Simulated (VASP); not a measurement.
Os, 2 atoms in the cell. Symmetry: P6_3/mmc, No. 194, hexagonal system. Conventional cell: a = 2.746 Å, b = 2.746 Å, c = 4.326 Å, α = 90.00°, β = 90.00°, γ = 120.00°. Within 3.5 Å of Os (site symmetry -6m2) lie 12 Os at 2.68 to 2.75 Å. 

| Property | Result |
| --- | --- |
| Program | VASP 6.6.1 |
| Task | single point |
| Functional | PBE |
| Potentials or basis | VASP PAW PBE potentials, release 64 (Os) |
| Cutoff | 600 eV |
| k mesh | 6 × 6 × 4 |
| Occupations | gaussian, width 0.1 eV |
| Spin | no spin polarisation |
| Dipole correction | no |
| Further INCAR settings | ALGO = Normal; EDIFF = 1e-06; NBANDS = 15 |

Potentials or basis: VASP PAW PBE potentials, release 64 (Os).

Command:

```bash
$ cat potpaw_PBE.64/Os/POTCAR > POTCAR
$ mpirun -np 1 vasp_std > vasp.out
```

Hardware: 1 thread of Intel(R) Xeon(R) Platinum 8259CL CPU @ 2.50GHz (Skylake/Cascade Lake) (shared host).

Problem. How long does it take, and how much memory?

Solution. Run time: 8.1 s on 1 thread of Intel(R) Xeon(R) Platinum 8259CL CPU @ 2.50GHz (Skylake/Cascade Lake), on a shared host, peak memory 0.15 GiB. Counts: scf iterations 12, k points 21.
